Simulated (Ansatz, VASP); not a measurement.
Two plane-wave programs on Be3Al5

```xyz
8
Lattice="5.9775 0.0000 0.0000 0.0000 5.9775 0.0000 0.0000 0.0000 3.0340" Properties=species:S:1:pos:R:3 pbc="T T T"
Be    0.0000    2.9888    0.0000
Be    2.9888    0.0000    0.0000
Be    2.9888    2.9888    0.0000
Al    4.3928    4.3928    1.5170
Al    1.5847    1.5847    1.5170
Al    1.5847    4.3928    1.5170
Al    0.0000    0.0000    0.0000
Al    4.3928    1.5847    1.5170
```

Alike in both runs: functional PBE; k mesh 4 × 4 × 6; occupations gaussian, width 0.1 eV; no spin polarisation.

Ansatz relaxed the structure, and its values are those at the end. VASP's run is a single point on that final structure, the one shown.

```csv
,VASP,Ansatz
version,VASP 6.6.1,Ansatz 0.2.0
potentials or method,"VASP PAW PBE potentials, release 64 (Be, Al), cutoff 520 eV","scalar-relativistic, plane waves, PAW"
valence electrons in the cell,21,21
```

```csv
,VASP,Ansatz,Ansatz less VASP
gap on the k mesh at the Fermi level (eV),none,none,-
pressure (GPa),0.1,0.1,0.00
rms of the force components (eV/Å),0.017,0.017,-0.0002
```

A gap of «none» marks a metal or a gap that the smearing closes.
